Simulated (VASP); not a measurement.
Input of a VASP 6.6.1 run:

POSCAR

```
SrCl2
1.0
    0.0000000000      3.5205221716      3.5205221716
    3.5205221716      0.0000000000      3.5205221716
    3.5205221716      3.5205221716      0.0000000000
Sr Cl
1 2
Direct
    0.0000000000      0.0000000000      0.0000000000
    0.2500000000      0.2500000000      0.2500000000
    0.7500000000      0.7500000000      0.7500000000
```

File INCAR.step1:

```
  PREC = Accurate
  ENCUT = 600
  ISMEAR = -1
  SIGMA = 0.02
  LREAL = False
  LASPH = True
  NELM = 100
  GGA = PE
  ALGO = Normal
  EDIFF = 1E-4
  LWAVE = True
  LCHARG = False
```

Contents of INCAR.step2:

```
  PREC = Accurate
  ENCUT = 600
  EDIFF = 1E-6
  ISMEAR = -1
  SIGMA = 0.02
  LREAL = False
  LASPH = True
  NELM = 100
  ALGO = Normal
  ISIF = 3
  LWAVE = False
  LCHARG = False
  METAGGA = R2SCAN
  LMIXTAU = True
  IBRION = 2
  NSW = 80
  EDIFFG = -0.005
  ISTART = 1
```

File KPOINTS:

```
regular mesh
0
Gamma
  6 6 6
```

Potentials or basis: VASP PAW PBE potentials, release 64 (Sr_sv, Cl).

The run is started by

```sh
$ cat potpaw_PBE.64/Sr_sv/POTCAR potpaw_PBE.64/Cl/POTCAR > POTCAR
$ cp INCAR.step1 INCAR
$ mpirun -np 1 vasp_std > vasp.out
$ cp INCAR.step2 INCAR
$ mpirun -np 1 vasp_std > vasp.out
```

Q: What does it give for the band gap on the k mesh?

A: 5.93 eV (least direct gap 6.00 eV).

Q: Estimate the relaxed volume.

A: 28.60 Å³/atom.

Q: What does it give for the space group after relaxing (to 0.1 Å)?

A: Fm-3m (No. 225).

Q: What does it give for the relaxed cell?

A: a = 4.951 Å, b = 4.951 Å, c = 4.951 Å, α = 60.00°, β = 60.00°, γ = 60.00°.

The path:
| step | energy change (eV) | largest force (eV/Å) | pressure (GPa) | volume (Å³) |
| --- | --- | --- | --- | --- |
| 1 | 0.0000 | 0.0000 | -0.64 | 87.27 |
| 2 | -0.0031 | 0.0000 | -0.03 | 85.81 |

Caveat: the structure was generated, so it needn't be the stable form of SrCl2; the PAW data sets were made with another functional, which shifts forces and pressure a little. A k mesh can miss the band edges.
